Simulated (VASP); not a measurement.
Input of a VASP 6.6.1 run:

The input POSCAR:

```
CuO
1.0
    2.3418500000     -1.7113000000      0.0000000000
    2.3418500000      1.7113000000      0.0000000000
   -0.8500274268      0.0000000000      5.0578693947
Cu O
2 2
Direct
    0.5000000000      0.0000000000      0.5000000000
    0.0000000000      0.5000000000      0.0000000000
    0.4184000000      0.5816000000      0.7500000000
    0.5816000000      0.4184000000      0.2500000000
```

The input INCAR.step1:

```
ALGO = Normal
EDIFF = 1E-4
ENCUT = 520
GGA = PE
ISMEAR = -1
LASPH = True
LCHARG = False
LREAL = False
LWAVE = True
NBANDS = 25
NELM = 80
PREC = Accurate
SIGMA = 0.05
```

Contents of INCAR.step2:

```
ALGO = Normal
EDIFF = 1E-7
ENCUT = 520
ISIF = 2
ISMEAR = -1
ISTART = 1
LASPH = True
LCHARG = False
LMIXTAU = True
LREAL = False
LWAVE = False
METAGGA = R2SCAN
NBANDS = 25
NELM = 80
PREC = Accurate
SIGMA = 0.05
```

Contents of KPOINTS:

```
k-points
0
Gamma
  10 10 5
```

Potentials or basis: VASP PAW PBE potentials, release 64 (Cu, O).

The run is started by

```bash
$ cat potpaw_PBE.64/Cu/POTCAR potpaw_PBE.64/O/POTCAR > POTCAR
$ cp INCAR.step1 INCAR
$ mpirun -np 1 vasp_std > vasp.out
$ cp INCAR.step2 INCAR
$ mpirun -np 1 vasp_std > vasp.out
```

Q: Estimate the largest force.

A: 0.242 eV/Å.

Q: Predict the pressure.

A: -0.3 GPa.

Stress tensor (GPa, compression positive):
```
-0.68  0.00 -0.65
 0.00  1.12  0.00
-0.65  0.00 -1.47
```

Caveat: the PAW data sets were made with another functional, which shifts forces and pressure a little.
